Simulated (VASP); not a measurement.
# WS2 (P6_3/mmc) in VASP: a series of runs

The runs below take WS2 through single point, with PBEsol.

Program: VASP 6.6.1. These are calculated values, not measurements. Logs are shortened: lines on timing, memory, paths and dates and some standing lists are left out, and cuts for length are marked.

### Step 1. The cell of the first run

Symmetry: P6_3/mmc, No. 194, hexagonal system. The conventional cell has a = 3.118 Å, b = 3.118 Å, c = 12.583 Å, α = 90.00°, β = 90.00°, γ = 120.00°. W (site symmetry -6m2) has 6 S at 2.22 Å within 2.9 Å. Within 2.9 Å of S (site symmetry 3m) lie 3 W at 2.22 Å and 1 S at 2.61 Å.

### Step 2. Single point, PBEsol (atoms shifted along a free coordinate)

The input, INCAR:

```
PREC = Accurate
ENCUT = 520
EDIFF = 1E-6
ISMEAR = 0
SIGMA = 0.05
LREAL = False
LASPH = True
NELM = 80
ALGO = Normal
ISIF = 2
LWAVE = False
LCHARG = False
GGA = PS
NBANDS = 35
```

The input, KPOINTS:

```
regular mesh
0
Gamma
  12 12 2
```

The input, POSCAR:

```
WS2
1.0
    3.1180283786      0.0000000000      0.0000000000
   -1.5590141893      2.7002917856      0.0000000000
    0.0000000000      0.0000000000     12.5828033276
W S
2 4
Direct
    0.3333333333      0.6666666667      0.2500000000
    0.6666666667      0.3333333333      0.7500000000
    0.3333333333      0.6666666667      0.6462389580
    0.6666666667      0.3333333333      0.1462389580
    0.3333333333      0.6666666667      0.8537610420
    0.6666666667      0.3333333333      0.3537610420
```

Potentials or basis: VASP PAW PBE potentials, release 64 (W_sv, S).

Started as:

```bash
cat potpaw_PBE.64/W_sv/POTCAR potpaw_PBE.64/S/POTCAR > POTCAR
mpirun -np 1 vasp_std > vasp.out
```

OUTCAR:

```text
PREC = Accurate
   ENCUT = 520
   EDIFF = 1E-6
   ISMEAR = 0
   LREAL = False
   LASPH = True
   NELM = 80
   ISIF = 2
   GGA = PS

 ion  position               nearest neighbor table
   1  0.333  0.667  0.250-   4 2.22   6 2.22   4 2.22   6 2.22   4 2.22   6 2.22
   2  0.667  0.333  0.750-   3 2.22   5 2.22   3 2.22   5 2.22   3 2.22   5 2.22
   3  0.333  0.667  0.646-   2 2.22   2 2.22   2 2.22   5 2.61
   4  0.667  0.333  0.146-   1 2.22   1 2.22   1 2.22   6 2.61
   5  0.333  0.667  0.854-   2 2.22   2 2.22   2 2.22   3 2.61
   6  0.667  0.333  0.354-   1 2.22   1 2.22   1 2.22   4 2.61

  LATTYP: Found a hexagonal cell.
 ALAT       =     3.1180283786
 C/A-ratio  =     4.0354999377

  Lattice vectors:

 A1 = (   3.1180283786,   0.0000000000,   0.0000000000)
 A2 = (  -1.5590141893,   2.7002917856,   0.0000000000)
 A3 = (   0.0000000000,   0.0000000000,  12.5828033276)

Analysis of symmetry for initial positions (statically):
=====================================================================
 Subroutine PRICEL returns:
 Original cell was already a primitive cell.

 Routine SETGRP: Setting up the symmetry group for a
 hexagonal supercell.

 Subroutine GETGRP returns: Found 24 space group operations
 (whereof 12 operations were pure point group operations)
 out of a pool of 24 trial point group operations.

The static configuration has the point symmetry D_3d.
 The point group associated with its full space group is D_6h.

Analysis of symmetry for dynamics (positions and initial velocities):
=====================================================================
 Subroutine PRICEL returns:
 Original cell was already a primitive cell.

 Routine SETGRP: Setting up the symmetry group for a
 hexagonal supercell.

 Subroutine GETGRP returns: Found 24 space group operations
 (whereof 12 operations were pure point group operations)
 out of a pool of 24 trial point group operations.

The dynamic configuration has the point symmetry D_3d.
 The point group associated with its full space group is D_6h.

 Subroutine INISYM returns: Found 24 space group operations
 (whereof 12 operations are pure point group operations),
 and found     1 'primitive' translations

----------------------------------------------------------------------------------------

                                     Primitive cell

  volume of cell :     105.9420

  direct lattice vectors                    reciprocal lattice vectors
     3.118028379  0.000000000  0.000000000     0.320715490  0.185165175  0.000000000
    -1.559014189  2.700291786  0.000000000     0.000000000  0.370330349  0.000000000
     0.000000000  0.000000000 12.582803328     0.000000000  0.000000000  0.079473546

  length of vectors
     3.118028379  3.118028379 12.582803328     0.370330349  0.370330349  0.079473546

  position of ions in fractional coordinates (direct lattice)
     0.333333333  0.666666667  0.250000000
     0.666666667  0.333333333  0.750000000
     0.333333333  0.666666667  0.646238958
     0.666666667  0.333333333  0.146238958
     0.333333333  0.666666667  0.853761042
     0.666666667  0.333333333  0.353761042

  ion indices of the primitive-cell ions
   primitive index   ion index
                 1           1
                 2           2
                 3           3
                 4           4
                 5           5
                 6           6

----------------------------------------------------------------------------------------

 KPOINTS: regular mesh

Automatic generation of k-mesh.
 Grid dimensions read from file:
 generate k-points for:   12   12    2

 Generating k-lattice:

  Cartesian coordinates                     Fractional coordinates (reciprocal lattice)
     0.026726291  0.015430431  0.000000000     0.083333333  0.000000000  0.000000000
     0.000000000  0.030860862  0.000000000     0.000000000  0.083333333  0.000000000
     0.000000000  0.000000000  0.039736773     0.000000000  0.000000000  0.500000000

  Length of vectors
     0.030860862  0.030860862  0.039736773

  Shift w.r.t. Gamma in fractional coordinates (k-lattice)
     0.000000000  0.000000000  0.000000000

 Subroutine IBZKPT returns following result:
 ===========================================

 Found     38 irreducible k-points:

 Following reciprocal coordinates:
            Coordinates               Weight
  0.000000  0.000000  0.000000      1.000000
  0.083333 -0.000000  0.000000      6.000000
  0.166667 -0.000000  0.000000      6.000000
  0.250000 -0.000000  0.000000      6.000000
  0.333333 -0.000000  0.000000      6.000000
  0.416667  0.000000  0.000000      6.000000
[... 16 lines left out ...]
  0.250000 -0.000000  0.500000      6.000000
  0.333333 -0.000000  0.500000      6.000000
 [... further k-points ...]
   k-points           NKPTS =     38   k-points in BZ     NKDIM =     38   number of bands    NBANDS=     35
   number of dos      NEDOS =    301   number of ions     NIONS =      6
   total plane-waves  NPLWV =  55296
   dimension x,y,z NGX =    24 NGY =   24 NGZ =   96
   dimension x,y,z NGXF=    48 NGYF=   48 NGZF=  192
   ions per type =               2   4
   NGX,Y,Z   is equivalent  to a cutoff of  12.80, 12.80, 12.68 a.u.
   NGXF,Y,Z  is equivalent  to a cutoff of  25.59, 25.59, 25.37 a.u.
 SYSTEM =  unknown system
   PREC   = accura    normal or accurate (medium, high low for compatibility)
   ISTART =      0    job   : 0-new  1-cont  2-samecut
   ICHARG =      2    charge: 1-file 2-atom 10-const
   ISPIN  =      1    spin polarized calculation?
   LNONCOLLINEAR =      F non collinear calculations
   LSORBIT =      F    spin-orbit coupling
   LASPH  =      T    aspherical Exc in radial PAW
   ENCUT  =  520.0 eV  38.22 Ry    6.18 a.u.   5.80  5.80 23.40*2*pi/ulx,y,z
   NELM   =     80;   NELMIN=  2; NELMDL= -5     # of ELM steps
   EDIFF  = 0.1E-05   stopping-criterion for ELM
   LREAL  =      F    real-space projection
   EDIFFG = 0.1E-04   stopping-criterion for IOM
   NSW    =      0    number of steps for IOM
   IBRION =     -1    ionic relax: 0-MD 1-quasi-New 2-CG
   NFREE  =      0    steps in history (QN), initial steepest desc. (CG)
   ISIF   =      2    stress and relaxation
   ISYM   =      2    0-nonsym 1-usesym 2-fastsym
   POTIM  = 0.5000    time-step for ionic-motion
   TEBEG  =    0.0;   TEEND  =   0.0 temperature during run
   PSTRESS=    0.0 pullay stress
   NELECT =      52.0000    total number of electrons
   NUPDOWN=      -1.0000    fix difference up-down
   EMIN   =  10.00;   EMAX   =-10.00  energy-range for DOS
   EFERMI =   0.00;   METHOD = LEGACY
   ISMEAR =     0;   SIGMA  =   0.05  broadening in eV -4-tet -1-fermi 0-gaus
   EFERMI_NEDOS =   21; number of points for ismear=-14 and -15
   IALGO  =     38    algorithm
   IMIX   =      4    mixing-type and parameters
     AMIX     =   0.40;   BMIX     =  1.00
     AMIX_MAG =   1.60;   BMIX_MAG =  1.00
  volume/ion in A,a.u.               =      17.66       119.16
  Fermi-wavevector in a.u.,A,eV,Ry     =   1.291378  2.440350 22.689836  1.667656
  Thomas-Fermi vector in A             =   2.423151
   LORBIT       =      0    0 simple, 1 ext, 2 COOP (PROOUT), +10 PAW based schemes
   GGA     = PS    functional components
   LHFCALC =     F    Hartree Fock is set to
   AEXX    =    0.0000 exact exchange contribution
   IVDW    =     0    specifies the selected vdW correction
   LEPSILON=     F    determine dielectric tensor
   LRPA    =     F    only Hartree local field effects (RPA)
 non-spin polarized calculation
 Gauss-broadening in eV      SIGMA  =   0.05
  energy-cutoff  :      520.00
  volume of cell :      105.94
 maximum number of plane-waves:      2878
 NGX is ok and might be reduce to    24
   NGX = 11   NGY = 11   NGZ = 47

 number of electron      52.0000000 magnetization

 Free energy of the ion-electron system (eV)
  ---------------------------------------------------
  ext. energy  EPLUGINS =         0.00000000
  ---------------------------------------------------
  free energy    TOTEN  =       -46.68760882 eV

  energy without entropy =      -46.68727418  energy(sigma->0) =      -46.68744150

 E-fermi :   7.8191     XC(G=0): -10.6970

 val. band max:        7.6280838232   @ k =   0.0833  -0.0000   0.5000
 cond. band min:       7.8328282934   @ k =   0.0000   0.0000   0.5000
 fundamental gap:      0.2047444702
 Fermi energy:         7.8191147563

 k-point     1 :       0.0000    0.0000    0.0000
  band No.  band energies     occupation
      1     -67.0053      2.00000
      2     -67.0053      2.00000
      3     -31.4604      2.00000
      4     -31.4604      2.00000
      5     -31.3564      2.00000
      6     -31.3564      2.00000
[... 27 lines left out ...]
     34      10.9100      0.00000
     35      11.4951      0.00000

 k-point     2 :       0.0833   -0.0000    0.0000
  band No.  band energies     occupation
      1     -67.0035      2.00000
      2     -67.0035      2.00000
      3     -31.4536      2.00000
      4     -31.4536      2.00000
      5     -31.3927      2.00000
      6     -31.3927      2.00000
[... 27 lines left out ...]
     34      10.7601      0.00000
     35      12.0559      0.00000

 k-point     3 :       0.1667   -0.0000    0.0000
  band No.  band energies     occupation
      1     -66.9986      2.00000
      2     -66.9986      2.00000
      3     -31.4907      2.00000
      4     -31.4907      2.00000
      5     -31.4351      2.00000
      6     -31.4351      2.00000
[... 27 lines left out ...]
     34      10.7767      0.00000
     35      13.5078      0.00000
[... 723 lines left out ...]
 k-point    23 :       0.2500   -0.0000    0.5000
  band No.  band energies     occupation
      1     -66.9920      2.00000
      2     -66.9920      2.00000
      3     -31.6218      2.00000
      4     -31.6218      2.00000
      5     -31.4157      2.00000
      6     -31.4157      2.00000
[... 27 lines left out ...]
     34      11.6577      0.00000
     35      14.4240      0.00000

 k-point    24 :       0.3333   -0.0000    0.5000
  band No.  band energies     occupation
      1     -66.9853      2.00000
      2     -66.9853      2.00000
      3     -31.7499      2.00000
      4     -31.7499      2.00000
      5     -31.4450      2.00000
      6     -31.4450      2.00000
[... 27 lines left out ...]
     34      12.4082      0.00000
     35      13.7258      0.00000

 [... further k-points ...]
[... 5 lines left out ...]
  --------------------------------------------------------------------------------------
  -------------------------------------------------------------------------------------
  Total       22.1386437     22.1386437     40.2968338      0.0000000      0.0000000      0.0000000
  in kB      334.8061493    334.8061493    609.4152803      0.0000000      0.0000000      0.0000000
  external PRESSURE =     426.3425263 kB  Pullay stress =       0.0000000 kB

 VOLUME and BASIS-vectors are now :
 -----------------------------------------------------------------------------
  energy-cutoff  :      520.00
  volume of cell :      105.94
      direct lattice vectors                 reciprocal lattice vectors
     3.118028379  0.000000000  0.000000000     0.320715490  0.185165175  0.000000000
    -1.559014189  2.700291786  0.000000000     0.000000000  0.370330349  0.000000000
     0.000000000  0.000000000 12.582803328     0.000000000  0.000000000  0.079473546

 POSITION                                       TOTAL-FORCE (eV/Angst)
 -----------------------------------------------------------------------------------
     -0.00000      1.80019      3.14570        -0.000000     -0.000000      0.000000
      1.55901      0.90010      9.43710         0.000000      0.000000      0.000000
     -0.00000      1.80019      8.13150        -0.000000      0.000000     -7.791884
      1.55901      0.90010      1.84010         0.000000     -0.000000     -7.791884
     -0.00000      1.80019     10.74271        -0.000000      0.000000      7.791884
      1.55901      0.90010      4.45131         0.000000     -0.000000      7.791884
 -----------------------------------------------------------------------------------
    total drift:                               -0.000000      0.000000     -0.000000

  FREE ENERGIE OF THE ION-ELECTRON SYSTEM (eV)
  ---------------------------------------------------
  free  energy   TOTEN  =       -46.6876088249 eV

  energy  without entropy=      -46.6872741814  energy(sigma->0) =      -46.68744150
```

Wall time 1.8 min (1 thread of Intel Xeon Platinum 8259CL at 2.50GHz (Skylake/Cascade Lake), shared host); peak memory 0.28 GiB.

What came out:

* Free energy: -46.6876 eV
* Pressure: 42.6 GPa
* Largest force: 7.792 eV/Å
* Band gap on the k mesh: zero (bands 26 and 27 overlap by 0.88 eV)

Forces on the atoms (eV/Å):
```
W    0.000  0.000  0.000
W    0.000  0.000  0.000
S    0.000  0.000 -7.792
S    0.000  0.000 -7.792
S    0.000  0.000  7.792
S    0.000  0.000  7.792
```

Stress tensor (GPa, compression positive):
```
33.48  0.00  0.00
 0.00 33.48  0.00
 0.00  0.00 60.94
```

Caveat: the cell differs from its parent crystal (atoms shifted along a free coordinate); the cell stands under pressure; the PAW data sets were made with another functional, which shifts forces and pressure a little; spin-orbit coupling is left out, which moves the levels of the heavy elements; this functional lacks dispersion, which binds the layers, so the pressure and a relaxed spacing across them are unreliable.

### Step 3. Single point, PBEsol (atoms shifted along a free coordinate)

The input, INCAR:

```
SYSTEM = WS2
PREC = Accurate
ENCUT = 520
EDIFF = 1E-7
ISMEAR = 0
SIGMA = 0.05
LREAL = .FALSE.
LASPH = .TRUE.
NELM = 80
ALGO = Normal
ISIF = 2
LWAVE = .FALSE.
LCHARG = .TRUE.
GGA = PS
LELF = .TRUE.
LVHAR = .TRUE.
NBANDS = 35
```

The input, KPOINTS:

```
regular mesh
0
G
  12 12 2
  0 0 0
```

The input, POSCAR:

```
WS2
1.0
    3.1180283786      0.0000000000      0.0000000000
   -1.5590141893      2.7002917856      0.0000000000
    0.0000000000      0.0000000000     12.5828033276
W S
2 4
Direct
    0.3333333333      0.6666666667      0.2500000000
    0.6666666667      0.3333333333      0.7500000000
    0.3333333333      0.6666666667      0.6396781747
    0.6666666667      0.3333333333      0.1396781747
    0.3333333333      0.6666666667      0.8603218253
    0.6666666667      0.3333333333      0.3603218253
```

Potentials or basis: VASP PAW PBE potentials, release 64 (W_sv, S).

Started as:

```bash
cat potpaw_PBE.64/W_sv/POTCAR potpaw_PBE.64/S/POTCAR > POTCAR
mpirun -np 1 vasp_std > vasp.out
```

Run time: 1.8 min. Hardware: 1 thread of Intel Xeon Platinum 8259CL at 2.50GHz (Skylake/Cascade Lake), shared host; peak memory 0.28 GiB.

Results (log left out):

```yaml
Free_energy: -48.7768 eV
Pressure: 28.2 GPa
Largest_force: 4.983 eV/Å
```

Forces on the atoms (eV/Å):
```
W    0.000  0.000  0.000
W    0.000  0.000  0.000
S    0.000  0.000 -4.983
S    0.000  0.000 -4.983
S    0.000  0.000  4.983
S    0.000  0.000  4.983
```

Stress tensor (GPa, compression positive):
```
21.50  0.00  0.00
 0.00 21.50  0.00
 0.00  0.00 41.48
```

Levels at points of the mesh, in eV from the Fermi level:
```csv
k point,band 22,band 23,band 24,band 25,band 26,band 27,band 28,band 29,band 30,band 31
"(0.00, 0.00, 0.00)",-3.56,-3.54,-1.97,-1.06,0.03,1.92,1.92,1.93,1.93,2.70
"(0.50, 0.00, 0.00)",-2.88,-2.87,-2.81,-2.25,-2.13,1.65,1.68,2.26,2.29,3.20
"(0.00, 0.00, 0.50)",-3.57,-2.91,-2.91,-0.34,-0.34,1.93,1.93,1.93,1.93,2.74
"(0.50, 0.00, 0.50)",-2.90,-2.85,-2.85,-2.18,-2.18,1.67,1.67,2.27,2.27,3.36
```

Caveat: the cell differs from its parent crystal (atoms shifted along a free coordinate); the cell stands under pressure; the PAW data sets were made with another functional, which shifts forces and pressure a little; spin-orbit coupling is left out, which moves the levels of the heavy elements; this functional lacks dispersion, which binds the layers, so the pressure and a relaxed spacing across them are unreliable.

### Step 4. Single point, PBEsol (atoms shifted along a free coordinate)

The input, INCAR:

```
PREC = Accurate
ENCUT = 520
EDIFF = 1E-7
ISMEAR = 0
SIGMA = 0.05
LREAL = F
LASPH = T
NELM = 80
ALGO = Normal
ISIF = 2
LWAVE = F
LCHARG = F
GGA = PS
NBANDS = 35
```

The input, KPOINTS:

```
Automatic mesh
0
Gamma
  12 12 2
```

The input, POSCAR:

```
WS2
1.0
    3.1462408358      0.0000000000      0.0000000000
   -1.5731204179      2.7247244902      0.0000000000
    0.0000000000      0.0000000000     12.6966546967
W S
2 4
Direct
    0.3333333333      0.6666666667      0.2500000000
    0.6666666667      0.3333333333      0.7500000000
    0.3333333333      0.6666666667      0.6462389580
    0.6666666667      0.3333333333      0.1462389580
    0.3333333333      0.6666666667      0.8537610420
    0.6666666667      0.3333333333      0.3537610420
```

Started as:

```bash
cat potpaw_PBE.64/W_sv/POTCAR potpaw_PBE.64/S/POTCAR > POTCAR
mpirun -np 1 vasp_std > vasp.out
```

Wall time 2.1 min (1 thread of Intel Xeon Platinum 8259CL at 2.50GHz (Skylake/Cascade Lake), shared host); peak memory 0.29 GiB.

It converged, with:

| Item | Value |
| --- | --- |
| Free energy | -47.3909 eV |
| Pressure | 35.0 GPa |
| Largest force | 6.904 eV/Å |
| Band gap on the k mesh | zero (bands 26 and 27 overlap by 0.80 eV) |

Forces on the atoms (eV/Å):
```
W    0.000  0.000  0.000
W    0.000  0.000  0.000
S    0.000  0.000 -6.904
S    0.000  0.000 -6.904
S    0.000  0.000  6.904
S    0.000  0.000  6.904
```

Stress tensor (GPa, compression positive):
```
26.07  0.00  0.00
 0.00 26.07  0.00
 0.00  0.00 52.95
```

Levels at points of the mesh, in eV from the Fermi level:
```tsv
k point	band 22	band 23	band 24	band 25	band 26	band 27	band 28	band 29	band 30	band 31
(0.00, 0.00, 0.00)	-3.90	-3.02	-1.67	-0.59	0.36	1.86	1.86	1.87	1.87	2.94
(0.50, 0.00, 0.00)	-3.24	-2.46	-2.42	-2.26	-2.14	1.38	1.40	1.81	1.81	3.38
(0.00, 0.00, 0.50)	-3.91	-2.47	-2.47	0.02	0.02	1.86	1.86	1.86	1.86	2.97
(0.50, 0.00, 0.50)	-3.26	-2.46	-2.46	-2.19	-2.19	1.39	1.39	1.81	1.81	3.52
```

Caveat: the cell differs from its parent crystal (atoms shifted along a free coordinate); the cell stands under pressure; the PAW data sets were made with another functional, which shifts forces and pressure a little; spin-orbit coupling is left out, which moves the levels of the heavy elements; this functional lacks dispersion, which binds the layers, so the pressure and a relaxed spacing across them are unreliable.

### Step 5. The runs side by side

| cell | gap on the mesh (eV) | pressure (GPa) | largest force (eV/Å) |
| --- | --- | --- | --- |
| a = 3.118, b = 3.118, c = 12.583 Å, angles 90.0, 90.0, 120.0°, 6 atoms, atomic positions A | none | 42.6 | 7.79 |
| a = 3.118, b = 3.118, c = 12.583 Å, angles 90.0, 90.0, 120.0°, 6 atoms, atomic positions B | - | 28.2 | 4.98 |
| a = 3.146, b = 3.146, c = 12.697 Å, angles 90.0, 90.0, 120.0°, 6 atoms, atomic positions A | none | 35.0 | 6.90 |

Alike in all rows: task single point; level PBEsol; potentials or basis VASP PAW PBE potentials, release 64 (W_sv, S); no spin polarisation; k mesh 12 × 12 × 2; cutoff (eV) 520; smearing gaussian 0.05 eV.

Caveats: the cell stands under pressure; the PAW data sets were made with another functional, which shifts forces and pressure a little; spin-orbit coupling is left out, which moves the levels of the heavy elements; this functional lacks dispersion, which binds the layers, so the pressure and a relaxed spacing across them are unreliable.

Absolute energies hang on the potentials; compare differences alone.
